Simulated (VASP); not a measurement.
# V (Im-3m) in VASP: notebook

Runs on V. Level: PBE. Tasks: single point.

Everything below comes from runs of VASP 6.6.1. Logs are shortened: lines on timing, memory, paths and dates and some standing lists are left out, and cuts for length are marked.

## (1) The cell of the first run

Symmetry: Im-3m, No. 229, cubic system. The conventional cell has a = 3.040 Å, b = 3.040 Å, c = 3.040 Å, α = 90.00°, β = 90.00°, γ = 90.00°. Within 3.5 Å of V (site symmetry m-3m) lie 14 V at 2.63 to 3.04 Å.

## (2) Single point, PBE, collinear spin, ferromagnetic start

INCAR reads:

```
SYSTEM = V
ALGO = Normal ; EDIFF = 1E-7
ENCUT = 520 ; GGA = PE
ISIF = 2 ; ISMEAR = -1
ISPIN = 2 ; LASPH = .True.
LCHARG = .False. ; LMAXMIX = 4
LORBIT = 11 ; LREAL = .False.
LWAVE = .False. ; MAGMOM = 2
NBANDS = 16 ; NELM = 150
PREC = Accurate ; SIGMA = 0.05
```

KPOINTS reads:

```
k-points
0
Gamma
  11 11 11
  0 0 0
```

POSCAR reads:

```
V
1.0
   -1.5200000000      1.5200000000      1.5200000000
    1.5200000000     -1.5200000000      1.5200000000
    1.5200000000      1.5200000000     -1.5200000000
V
1
Direct
    0.0000000000      0.0000000000      0.0000000000
```

Potentials or basis: VASP PAW PBE potentials, release 64 (V_sv).

On the command line:

```
> cat potpaw_PBE.64/V_sv/POTCAR > POTCAR
> mpirun -np 1 vasp_std > vasp.out
```

OUTCAR:

```text
SYSTEM = V
   EDIFF = 1E-7
   ENCUT = 520
   GGA = PE
   ISIF = 2
   ISMEAR = -1
   ISPIN = 2
   LASPH = .True.
   LORBIT = 11
   LREAL = .False.
   NELM = 150
   PREC = Accurate

 ion  position               nearest neighbor table
   1  0.000  0.000  0.000-

  LATTYP: Found a body centered cubic cell.
 ALAT       =     3.0400000000

  Lattice vectors:

 A1 = (  -1.5200000000,   1.5200000000,   1.5200000000)
 A2 = (   1.5200000000,  -1.5200000000,   1.5200000000)
 A3 = (   1.5200000000,   1.5200000000,  -1.5200000000)

Analysis of symmetry for initial positions (statically):
=====================================================================
 Subroutine PRICEL returns:
 Original cell was already a primitive cell.

 Routine SETGRP: Setting up the symmetry group for a
 body centered cubic supercell.

 Subroutine GETGRP returns: Found 48 space group operations
 (whereof 48 operations were pure point group operations)
 out of a pool of 48 trial point group operations.

The static configuration has the point symmetry O_h .

Analysis of symmetry for dynamics (positions and initial velocities):
=====================================================================
 Subroutine PRICEL returns:
 Original cell was already a primitive cell.

 Routine SETGRP: Setting up the symmetry group for a
 body centered cubic supercell.

 Subroutine GETGRP returns: Found 48 space group operations
 (whereof 48 operations were pure point group operations)
 out of a pool of 48 trial point group operations.

The dynamic configuration has the point symmetry O_h .

Analysis of structural, dynamic, and magnetic symmetry:
=====================================================================
 Subroutine PRICEL returns:
 Original cell was already a primitive cell.

 Routine SETGRP: Setting up the symmetry group for a
 body centered cubic supercell.

 Subroutine GETGRP returns: Found 48 space group operations
 (whereof 48 operations were pure point group operations)
 out of a pool of 48 trial point group operations.

The overall configuration has the point symmetry O_h .

 Subroutine INISYM returns: Found 48 space group operations
 (whereof 48 operations are pure point group operations),
 and found     1 'primitive' translations

----------------------------------------------------------------------------------------

                                     Primitive cell

  volume of cell :      14.0472

  direct lattice vectors                    reciprocal lattice vectors
    -1.520000000  1.520000000  1.520000000     0.000000000  0.328947368  0.328947368
     1.520000000 -1.520000000  1.520000000     0.328947368  0.000000000  0.328947368
     1.520000000  1.520000000 -1.520000000     0.328947368  0.328947368  0.000000000

  length of vectors
     2.632717228  2.632717228  2.632717228     0.465201830  0.465201830  0.465201830

  position of ions in fractional coordinates (direct lattice)
     0.000000000  0.000000000  0.000000000

  ion indices of the primitive-cell ions
   primitive index   ion index
                 1           1

----------------------------------------------------------------------------------------

 KPOINTS: k-points

Automatic generation of k-mesh.
 Grid dimensions read from file:
 generate k-points for:   11   11   11

 Generating k-lattice:

  Cartesian coordinates                     Fractional coordinates (reciprocal lattice)
     0.000000000  0.029904306  0.029904306     0.090909091  0.000000000  0.000000000
     0.029904306  0.000000000  0.029904306     0.000000000  0.090909091  0.000000000
     0.029904306  0.029904306  0.000000000     0.000000000  0.000000000  0.090909091

  Length of vectors
     0.042291075  0.042291075  0.042291075

  Shift w.r.t. Gamma in fractional coordinates (k-lattice)
     0.000000000  0.000000000  0.000000000

 Subroutine IBZKPT returns following result:
 ===========================================

 Found     56 irreducible k-points:

 Following reciprocal coordinates:
            Coordinates               Weight
  0.000000  0.000000  0.000000      1.000000
  0.090909  0.000000  0.000000     12.000000
  0.181818  0.000000  0.000000     12.000000
  0.272727  0.000000  0.000000     12.000000
  0.363636  0.000000  0.000000     12.000000
  0.454545  0.000000  0.000000     12.000000
[... 16 lines left out ...]
  0.272727  0.181818  0.090909     48.000000
  0.363636  0.181818  0.090909     24.000000
 [... further k-points ...]
   k-points           NKPTS =     56   k-points in BZ     NKDIM =     56   number of bands    NBANDS=     16
   number of dos      NEDOS =    301   number of ions     NIONS =      1
   total plane-waves  NPLWV =   8000
   dimension x,y,z NGX =    20 NGY =   20 NGZ =   20
   dimension x,y,z NGXF=    40 NGYF=   40 NGZF=   40
   ions per type =               1
   NGX,Y,Z   is equivalent  to a cutoff of  12.63, 12.63, 12.63 a.u.
   NGXF,Y,Z  is equivalent  to a cutoff of  25.26, 25.26, 25.26 a.u.
 SYSTEM =  V
   PREC   = accura    normal or accurate (medium, high low for compatibility)
   ISTART =      0    job   : 0-new  1-cont  2-samecut
   ICHARG =      2    charge: 1-file 2-atom 10-const
   ISPIN  =      2    spin polarized calculation?
   LNONCOLLINEAR =      F non collinear calculations
   LSORBIT =      F    spin-orbit coupling
   LASPH  =      T    aspherical Exc in radial PAW
   ENCUT  =  520.0 eV  38.22 Ry    6.18 a.u.   4.90  4.90  4.90*2*pi/ulx,y,z
   NELM   =    150;   NELMIN=  2; NELMDL= -5     # of ELM steps
   EDIFF  = 0.1E-06   stopping-criterion for ELM
   LREAL  =      F    real-space projection
   EDIFFG = 0.1E-05   stopping-criterion for IOM
   NSW    =      0    number of steps for IOM
   IBRION =     -1    ionic relax: 0-MD 1-quasi-New 2-CG
   NFREE  =      0    steps in history (QN), initial steepest desc. (CG)
   ISIF   =      2    stress and relaxation
   ISYM   =      2    0-nonsym 1-usesym 2-fastsym
   POTIM  = 0.5000    time-step for ionic-motion
   TEBEG  =    0.0;   TEEND  =   0.0 temperature during run
   PSTRESS=    0.0 pullay stress
   NELECT =      13.0000    total number of electrons
   NUPDOWN=      -1.0000    fix difference up-down
   EMIN   =  10.00;   EMAX   =-10.00  energy-range for DOS
   EFERMI =   0.00;   METHOD = LEGACY
   ISMEAR =    -1;   SIGMA  =   0.05  broadening in eV -4-tet -1-fermi 0-gaus
   EFERMI_NEDOS =   21; number of points for ismear=-14 and -15
   IALGO  =     38    algorithm
   IMIX   =      4    mixing-type and parameters
     AMIX     =   0.40;   BMIX     =  1.00
     AMIX_MAG =   1.60;   BMIX_MAG =  1.00
  volume/ion in A,a.u.               =      14.05        94.80
  Fermi-wavevector in a.u.,A,eV,Ry     =   1.595361  3.014796 34.629241  2.545177
  Thomas-Fermi vector in A             =   2.693292
   LORBIT       =     11    0 simple, 1 ext, 2 COOP (PROOUT), +10 PAW based schemes
   GGA     = PE    functional components
   LHFCALC =     F    Hartree Fock is set to
   AEXX    =    0.0000 exact exchange contribution
   IVDW    =     0    specifies the selected vdW correction
   LEPSILON=     F    determine dielectric tensor
   LRPA    =     F    only Hartree local field effects (RPA)
 spin polarized calculation
  energy-cutoff  :      520.00
  volume of cell :       14.05
 maximum number of plane-waves:       390
   NGX =  9   NGY =  9   NGZ =  9

 number of electron      13.0000000 magnetization       0.0002229

 Free energy of the ion-electron system (eV)
  ---------------------------------------------------
  ext. energy  EPLUGINS =         0.00000000
  ---------------------------------------------------
  free energy    TOTEN  =        -8.98552173 eV

  energy without entropy =       -8.96980055  energy(sigma->0) =       -8.97766114

 E-fermi :   9.1768     XC(G=0): -12.6803

 val. band max:        9.1535700463   @ k =   0.3636   0.1818   0.0000
 cond. band min:       9.2596946973   @ k =  -0.1818   0.2727   0.0909
 fundamental gap:      0.1061246510
 Fermi energy:         9.1768172597

 spin component 1

 k-point     1 :       0.0000    0.0000    0.0000
  band No.  band energies     occupation
      1     -54.5907      1.00000
      2     -27.9542      1.00000
      3     -27.9542      1.00000
      4     -27.9542      1.00000
      5       2.7019      1.00000
      6       9.5865      0.00028
[... 8 lines left out ...]
     15      36.0348      0.00000
     16      39.9640      0.00000

 k-point     2 :       0.0909    0.0000    0.0000
  band No.  band energies     occupation
      1     -54.5776      1.00000
      2     -28.0190      1.00000
      3     -27.9742      1.00000
      4     -27.9546      1.00000
      5       3.0206      1.00000
      6       9.4559      0.00375
[... 8 lines left out ...]
     15      36.4755      0.00000
     16      37.3805      0.00000
[... 387 lines left out ...]
      5       7.2147      1.00000
      6       8.0482      1.00000
[... 8 lines left out ...]
     15      38.0765      0.00000
     16      40.4198      0.00000

 k-point    24 :       0.3636    0.1818    0.0909
  band No.  band energies     occupation
      1     -54.4150      1.00000
      2     -28.5974      1.00000
      3     -28.3038      1.00000
      4     -28.0790      1.00000
      5       7.2139      1.00000
      6       8.0000      1.00000
[... 8 lines left out ...]
     15      38.0146      0.00000
     16      40.5131      0.00000

 [... further k-points ...]

 spin component 2

 k-point     1 :       0.0000    0.0000    0.0000
  band No.  band energies     occupation
      1     -54.5904      1.00000
      2     -27.9540      1.00000
      3     -27.9540      1.00000
      4     -27.9540      1.00000
      5       2.7019      1.00000
      6       9.5868      0.00027
[... 8 lines left out ...]
     15      36.0348      0.00000
     16      39.9641      0.00000

 k-point     2 :       0.0909    0.0000    0.0000
  band No.  band energies     occupation
      1     -54.5773      1.00000
      2     -28.0188      1.00000
      3     -27.9740      1.00000
      4     -27.9544      1.00000
      5       3.0206      1.00000
      6       9.4562      0.00373
[... 8 lines left out ...]
     15      36.4755      0.00000
     16      37.3806      0.00000
[... 387 lines left out ...]
      5       7.2148      1.00000
      6       8.0484      1.00000
[... 8 lines left out ...]
     15      38.0765      0.00000
     16      40.4198      0.00000

 k-point    24 :       0.3636    0.1818    0.0909
  band No.  band energies     occupation
      1     -54.4147      1.00000
      2     -28.5971      1.00000
      3     -28.3036      1.00000
      4     -28.0788      1.00000
      5       7.2141      1.00000
      6       8.0002      1.00000
[... 8 lines left out ...]
     15      38.0146      0.00000
     16      40.5131      0.00000

 [... further k-points ...]
[... 5 lines left out ...]
  --------------------------------------------------------------------------------------
  -------------------------------------------------------------------------------------
  Total       -0.5996952     -0.5996952     -0.5996952     -0.0000000     -0.0000000      0.0000000
  in kB      -68.3991005    -68.3991005    -68.3991005     -0.0000000     -0.0000000      0.0000000
  external PRESSURE =     -68.3991005 kB  Pullay stress =       0.0000000 kB

 VOLUME and BASIS-vectors are now :
 -----------------------------------------------------------------------------
  energy-cutoff  :      520.00
  volume of cell :       14.05
      direct lattice vectors                 reciprocal lattice vectors
    -1.520000000  1.520000000  1.520000000     0.000000000  0.328947368  0.328947368
     1.520000000 -1.520000000  1.520000000     0.328947368  0.000000000  0.328947368
     1.520000000  1.520000000 -1.520000000     0.328947368  0.328947368  0.000000000

 POSITION                                       TOTAL-FORCE (eV/Angst)
 -----------------------------------------------------------------------------------
      0.00000      0.00000      0.00000        -0.000000     -0.000000      0.000000
 -----------------------------------------------------------------------------------
    total drift:                                0.000000     -0.000000      0.000000

  FREE ENERGIE OF THE ION-ELECTRON SYSTEM (eV)
  ---------------------------------------------------
  free  energy   TOTEN  =        -8.9855217341 eV

  energy  without entropy=       -8.9698005501  energy(sigma->0) =       -8.97766114

 total charge

# of ion       s       p       d       tot
------------------------------------------
    1        2.329   6.210   3.040  11.579

 magnetization (x)

# of ion       s       p       d       tot
------------------------------------------
    1        0.000   0.000   0.000   0.000
```

Run time: 30 s. Hardware: 1 thread of Intel Xeon Platinum 8259CL at 2.50GHz (Skylake/Cascade Lake), shared host; peak memory 0.14 GiB.

What came out:

```
Free energy                                           : -8.9855 eV
Pressure                                              : -6.8 GPa
Net moment                                            : 0.00 μB per cell
Valence electrons inside the program's atomic spheres : V 11.58
```

Levels at points of the mesh, in eV from the Fermi level:
Spin up:
```
           k point  band 3  band 4  band 5  band 6  band 7  band 8  band 9  band 10
(0.00, 0.00, 0.00)  -37.13  -37.13   -6.47    0.41    0.41    0.41    2.31     2.31
```
Spin down:
| k point | band 4 | band 5 | band 6 | band 7 | band 8 | band 9 |
| --- | --- | --- | --- | --- | --- | --- |
| (0.00, 0.00, 0.00) | -37.13 | -6.47 | 0.41 | 0.41 | 0.41 | 2.31 |

## (3) Single point, PBE, collinear spin, ferromagnetic start

INCAR reads:

```
  ALGO = Normal
  EDIFF = 1E-6
  ENCUT = 520
  GGA = PE
  ISIF = 2
  ISMEAR = -1
  ISPIN = 2
  LASPH = T
  LCHARG = F
  LMAXMIX = 4
  LORBIT = 11
  LREAL = F
  LWAVE = F
  MAGMOM = 2
  NBANDS = 16
  NELM = 150
  PREC = Accurate
  SIGMA = 0.05
```

KPOINTS reads:

```
k-points
0
Gamma
  11 11 11
```

POSCAR is that of step 2.

Potentials or basis: VASP PAW PBE potentials, release 64 (V_sv).

On the command line:

```
> cat potpaw_PBE.64/V_sv/POTCAR > POTCAR
> mpirun -np 1 vasp_std > vasp.out
```

Run time: 25 s. Hardware: 1 thread of Intel Xeon Platinum 8259CL at 2.50GHz (Skylake/Cascade Lake), shared host; peak memory 0.14 GiB.

The run converged. Its results:

```yaml
Free_energy: -8.9855 eV
Pressure: -6.8 GPa
Net_moment: 0.00 μB per cell
Valence_electrons_inside_the_program's_atomic_spheres: V 11.58
```

Levels at points of the mesh, in eV from the Fermi level:
Spin up:
| k point | band 2 | band 3 | band 4 | band 5 | band 6 | band 7 | band 8 | band 9 | band 10 | band 11 |
| --- | --- | --- | --- | --- | --- | --- | --- | --- | --- | --- |
| (0.00, 0.00, 0.00) | -37.13 | -37.13 | -37.13 | -6.47 | 0.41 | 0.41 | 0.41 | 2.31 | 2.31 | 20.17 |
Spin down:
```tsv
k point	band 3	band 4	band 5	band 6	band 7	band 8	band 9	band 10
(0.00, 0.00, 0.00)	-37.13	-37.13	-6.47	0.41	0.41	0.41	2.31	2.31
```
